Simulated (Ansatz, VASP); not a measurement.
**One calculation of HfGeTe, two programs**

```
Hf Ge Te
1.0
     3.92093    0.00000    0.00000
     0.00000    3.92093    0.00000
     0.00000    0.00000    8.61185
Hf Ge Te
2 2 2
Direct
  0.00000 0.50000 0.24100
  0.50000 0.00000 0.75900
  0.00000 0.00000 0.00000
  0.50000 0.50000 0.00000
  0.00000 0.50000 0.62000
  0.50000 0.00000 0.38000
```

Alike in both runs: task single point; functional LDA; k mesh 6 × 6 × 3; occupations fermi-dirac, width 0.05 eV; no spin polarisation.

```csv
,VASP,Ansatz
version,VASP 6.6.1,Ansatz 0.2.0
potentials or method,"VASP PAW LDA potentials, release 64 (Hf_pv, Ge_d, Te), cutoff 520 eV","plane waves, PAW"
valence electrons in the cell,60,112
```

|  | VASP | Ansatz | Ansatz less VASP |
| --- | --- | --- | --- |
| pressure (GPa) | -7.9 | -7.8 | +0.05 |
| traceless stress, the component that is largest in VASP (GPa) | 0.38 | 0.41 | +0.035 |

LDA's correlation is that of Perdew and Zunger in VASP and of Perdew and Wang (1992) in Ansatz. VASP's potentials hold 60 valence electrons a cell and Ansatz's 112, so a difference there can come from the potentials and not from the codes.

Spin-orbit coupling is off throughout.
